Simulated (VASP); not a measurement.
**NbAs: single point with r2SCAN**

The system is NbAs.

```xyz
4
Lattice="-1.7373 1.7373 5.8787 1.7373 -1.7373 5.8787 1.7373 1.7373 -5.8787" Properties=species:S:1:pos:R:3 pbc="T T T"
Nb    0.0000    1.7373    0.0000
Nb    0.0000    0.0000    8.8180
As    0.0000    1.7373    4.8911
As    0.0000    0.0000    1.9517
```

- Program: VASP 6.6.1
- Task: single point
- Functional: r2SCAN
- Potentials or basis: VASP PAW PBE potentials, release 64 (Nb_sv, As)
- Cutoff: 520 eV
- k mesh: 11 × 11 × 11
- Occupations: fermi-dirac, width 0.05 eV
- Spin: no spin polarisation

The pressure is -1.6 GPa, the largest force is 0.255 eV/Å and the band gap on the k mesh is zero (bands 18 and 19 overlap by 0.03 eV).

Forces in eV/Å, atoms in the order of the input:
```
Nb   0.000  0.000 -0.255
Nb   0.000  0.000 -0.255
As   0.000  0.000  0.255
As   0.000  0.000  0.255
```

Stress tensor (GPa, compression positive):
```
-2.23  0.00  0.00
 0.00 -2.23  0.00
 0.00  0.00 -0.30
```

Levels at points of the mesh, in eV from the Fermi level:
| k point | band 14 | band 15 | band 16 | band 17 | band 18 | band 19 | band 20 | band 21 | band 22 | band 23 |
| --- | --- | --- | --- | --- | --- | --- | --- | --- | --- | --- |
| (0.00, 0.00, 0.00) | -2.41 | -2.06 | -1.70 | -1.51 | -1.51 | 0.74 | 1.33 | 2.48 | 3.03 | 3.03 |

It took 64 min on 1 thread of Oxide Virtual Turin-like Processor, on a shared host, peak memory 0.44 GiB.

Caveat: the PAW data sets were made with another functional, which shifts forces and pressure a little.
